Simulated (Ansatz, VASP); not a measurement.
# One calculation of GaGe, two programs

File INCAR:

```
SYSTEM = GaGe
ALGO = Normal
EDIFF = 1E-6
ENCUT = 520
GGA = PE
ISIF = 2
ISMEAR = 0
LASPH = .TRUE.
LCHARG = .TRUE.
LELF = .TRUE.
LREAL = .FALSE.
LVHAR = .TRUE.
LWAVE = .FALSE.
NBANDS = 20
NELM = 80
PREC = Accurate
SIGMA = 0.1
```

The input KPOINTS:

```
k-points
0
G
  8 8 8
  0 0 0
```

POSCAR

```
GaGe
1.0
    0.0000000000      2.8978440000      2.8978440000
    2.8978440000      0.0000000000      2.8978440000
    2.8978440000      2.8978440000      0.0000000000
Ge Ga
1 1
Direct
    0.0000000000      0.0000000000      0.0000000000
    0.2500000000      0.2500000000      0.2500000000
```

File input.yaml:

```yaml
crystal:
  lattice:
    - [0.0, 2.897844, 2.897844]
    - [2.897844, 0.0, 2.897844]
    - [2.897844, 2.897844, 0.0]
  atoms:
    - { symbol: Ge, position: [0.0, 0.0, 0.0] }
    - { symbol: Ga, position: [0.25, 0.25, 0.25] }
kpoints:
  mp_grid: { grid: [8, 8, 8] }
scf:
  occupations: { method: gaussian, width: 0.1 }
hamiltonian:
  xc: pbe
  pseudopotentials: { kind: all_electron, lapw: { basis_error: 0.001 } }
output:
  forces: true
  stress: true
  eigenvalues: true
```

Alike in both runs: task single point; functional PBE; k mesh 8 × 8 × 8; occupations gaussian, width 0.1 eV; no spin polarisation.

|  | VASP | Ansatz |
| --- | --- | --- |
| version | VASP 6.6.1 | Ansatz 0.2.0 |
| potentials or method | VASP PAW PBE potentials, release 64 (Ge_d, Ga_d), cutoff 520 eV | all-electron LAPW, scalar-relativistic |

Ansatz gave:

* gap on the k mesh at the Fermi level (eV): none
* pressure (GPa): 0.2

Question: Estimate VASP's values.

Answer: gap on the k mesh at the Fermi level (eV): none; pressure (GPa): 0.3.

A gap of «none» marks a metal or a gap that the smearing closes. Ansatz ran all-electron here, and VASP with PAW potentials.
